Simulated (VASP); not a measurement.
Wanted: the native input for a VASP 6.6.1 run.

```yaml
Task: single point
Functional: PBE
Potentials_or_basis: VASP PAW PBE potentials, release 64 (Ti_sv, O)
Cutoff: 520 eV
k_mesh: 6 × 5 × 6
Occupations: fermi-dirac, width 0.05 eV
Spin: no spin polarisation
Hubbard_terms: Ti d U = 5.0 eV
Dipole_correction: no
Further_INCAR_settings: ALGO = Normal; EDIFF = 1e-06; NBANDS = 60
```

The structure of TiO2 lies in POSCAR:

```
TiO2
1.0
    4.5453495500      0.0000000000      0.0000000000
    0.0000000000      5.5196194400      0.0000000000
    0.0000000000      0.0000000000      4.9091968600
Ti O
4 8
Direct
    0.0000000000      0.1729909300      0.7500000000
    0.5000000000      0.3270090700      0.2500000000
    0.0000000000      0.8270090700      0.2500000000
    0.5000000000      0.6729909300      0.7500000000
    0.2714506200      0.3817246400      0.9186490800
    0.7714506200      0.1182753600      0.0813509200
    0.2285493800      0.1182753600      0.4186490800
    0.7285493800      0.3817246400      0.5813509200
    0.2714506200      0.6182753600      0.4186490800
    0.7714506200      0.8817246400      0.5813509200
    0.2285493800      0.8817246400      0.9186490800
    0.7285493800      0.6182753600      0.0813509200
```

These files were run (other wordings do the same):

INCAR

```
SYSTEM = TiO2
PREC = Accurate
ENCUT = 520
EDIFF = 1E-6
ISMEAR = -1
SIGMA = 0.05
LREAL = .FALSE.
LASPH = .TRUE.
NELM = 150
ALGO = Normal
ISIF = 2
LWAVE = .FALSE.
LCHARG = .TRUE.
LMAXMIX = 4
LDAU = .TRUE.
LDAUTYPE = 2
LDAUL = 2 -1
LDAUU = 5 0
LDAUJ = 0 0
LDAUPRINT = 1
GGA = PE
LELF = .TRUE.
LVHAR = .TRUE.
NBANDS = 60
```

KPOINTS

```
Automatic mesh
0
G
  6 5 6
  0 0 0
```

Potentials or basis: VASP PAW PBE potentials, release 64 (Ti_sv, O).

Launch:

```sh
$ cat potpaw_PBE.64/Ti_sv/POTCAR potpaw_PBE.64/O/POTCAR > POTCAR
$ mpirun -np 1 vasp_std > vasp.out
```

Results of the run:

```json
{
 "Pressure": "14.6 GPa",
 "Largest force": "0.679 eV/Å",
 "Band gap on the k mesh": "3.21 eV, indirect (least direct gap 3.30 eV)"
}
```

It took 7 min on 1 thread of Intel(R) Xeon(R) Platinum 8488C (Sapphire Rapids), with other jobs on the host, peak memory 0.39 GiB.
